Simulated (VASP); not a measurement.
Set up this calculation in VASP 6.6.1, as the native input.

```yaml
Task: single point
Functional: PBEsol
Potentials_or_basis: VASP PAW PBE potentials, release 64 (Na_pv, La, Mn_pv, Mo_sv, O)
Cutoff: 520 eV
k_mesh: 5 × 5 × 5
Occupations: fermi-dirac, width 0.05 eV
Spin: collinear spin, ferromagnetic start
Starting_moments: "[0.0, 0.0, 4.0, 1.0, 0.0, 0.0, 0.0, 0.0, 0.0, 0.0] μB"
Dipole_correction: no
Further_INCAR_settings: ALGO = Normal; EDIFF = 1e-07; NBANDS = 56
```

The structure of NaLaMnMoO6 lies in POSCAR:

```
NaLaMnMoO6
1.0
   -2.6897826233      2.6897826233      3.8353967078
    2.6897826233     -2.6897826233      3.8353967078
    2.6897826233      2.6897826233     -3.8353967078
Na La Mn Mo O
1 1 1 1 6
Direct
    0.2500000000      0.7500000000      0.5000000000
    0.7500000000      0.2500000000      0.5000000000
    0.5000000000      0.5000000000      0.0000000000
    0.0000000000      0.0000000000      0.0000000000
    0.2121531344      0.2958379314      0.5058191599
    0.2936660255      0.7878468656      0.0836847971
    0.7900187715      0.7063339745      0.4941808401
    0.7041620686      0.2099812285      0.9163152029
    0.2534722078      0.2534722078      0.0000000000
    0.7465277922      0.7465277922      0.0000000000
```

These files were run (other wordings do the same):

INCAR

```
PREC     = Accurate       # precision mode
ENCUT    = 520            # plane-wave cutoff, eV
EDIFF    = 1E-7           # SCF threshold, eV
ISMEAR   = -1             # smearing method
SIGMA    = 0.05           # smearing width, eV
LREAL    = F              # projectors in reciprocal space
LASPH    = T              # aspherical terms in the spheres
NELM     = 150            # most SCF steps
ALGO     = Normal         # electronic algorithm
ISIF     = 2              # what is computed and relaxed
LWAVE    = F              # write WAVECAR
LCHARG   = F              # write CHGCAR
ISPIN    = 2              # spin polarisation
MAGMOM   = 0 0 4 1 0 0 0 0 0 0 # initial moments
LORBIT   = 11             # projections on sites
LMAXMIX  = 6              # l up to which the mixer works
GGA      = PS             # functional
NBANDS   = 56             # bands
```

KPOINTS

```
Automatic mesh
0
Gamma
  5 5 5
```

Potentials or basis: VASP PAW PBE potentials, release 64 (Na_pv, La, Mn_pv, Mo_sv, O).

Command:

```bash
$ cat potpaw_PBE.64/Na_pv/POTCAR potpaw_PBE.64/La/POTCAR potpaw_PBE.64/Mn_pv/POTCAR potpaw_PBE.64/Mo_sv/POTCAR potpaw_PBE.64/O/POTCAR > POTCAR
$ mpirun -np 1 vasp_std > vasp.out
```

Results of the run:

The pressure is 0.3 GPa, the largest force is 0.043 eV/Å and the net moment is -1.56 μB per cell. The site moments are Na -0.00; La +0.02; Mn -2.09; Mo +0.57; O -0.01 μB and the valence electrons inside the program's atomic spheres are Na 6.03; La 8.51; Mn 11.83; Mo 12.47; O 5.03.

Caveat: the PAW data sets were made with another functional, which shifts forces and pressure a little; a cell with one magnetic atom can't hold antiferromagnetic order, which such compounds often take.

Wall time 7.8 min on 1 thread of AMD EPYC 7R13 Processor (Zen 3) (shared host), peak memory 0.41 GiB.
